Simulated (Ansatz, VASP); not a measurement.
**TiO2 in VASP and in Ansatz**

File INCAR:

```
ALGO = Normal ; EDIFF = 1E-6
ENCUT = 520 ; GGA = PE
ISIF = 2 ; ISMEAR = 0
LASPH = T ; LCHARG = T
LELF = T ; LREAL = F
LVHAR = T ; LWAVE = F
NBANDS = 33 ; NELM = 80
PREC = Accurate ; SIGMA = 0.01
```

KPOINTS

```
k-points
0
Gamma
  8 8 8
```

File POSCAR:

```
TiO2
1.0
   -1.8921000000      1.8921000000      4.7573000000
    1.8921000000     -1.8921000000      4.7573000000
    1.8921000000      1.8921000000     -4.7573000000
Ti O
2 4
Direct
    0.0000000000      0.0000000000      0.0000000000
    0.7500000000      0.2500000000      0.5000000000
    0.2081000000      0.2081000000      0.0000000000
    0.9581000000      0.4581000000      0.5000000000
    0.5419000000      0.0419000000      0.5000000000
    0.7919000000      0.7919000000      0.0000000000
```

Input for Ansatz:

```yaml
crystal:
  lattice:
    - [-1.8921, 1.8921, 4.7573]
    - [1.8921, -1.8921, 4.7573]
    - [1.8921, 1.8921, -4.7573]
  atoms:
    - { symbol: Ti, position: [0.0, 0.0, 0.0] }
    - { symbol: Ti, position: [0.75, 0.25, 0.5] }
    - { symbol: O, position: [0.2081, 0.2081, 0.0] }
    - { symbol: O, position: [0.9581000000000001, 0.45810000000000006, 0.5] }
    - { symbol: O, position: [0.5419, 0.0419, 0.5] }
    - { symbol: O, position: [0.7919, 0.7919, 0.0] }
basis:
  ecutwfc: 450.0
kpoints:
  mp_grid:
    grid: [8, 8, 8]
hamiltonian:
  xc: pbe
scf:
  occupations:
    method: fixed
output:
  stress: true
```

Alike in both runs: task single point; functional PBE; k mesh 8 × 8 × 8; no spin polarisation.

|  | VASP | Ansatz |
| --- | --- | --- |
| version | VASP 6.6.1 | Ansatz 0.2.0 |
| potentials or method | VASP PAW PBE potentials, release 64 (Ti_sv, O), cutoff 520 eV | plane waves, PAW |
| occupations | gaussian, width 0.01 eV | fixed |
| valence electrons in the cell | 48 | 48 |

VASP gave:

```
pressure (GPa)                                                : 5.9
traceless stress, the component that is largest in VASP (GPa) : 0.92
```

**Question.** What did Ansatz give for the same quantities?

**Answer.** Pressure (GPa): 5.2; traceless stress, the component that is largest in VASP (GPa): 0.87.
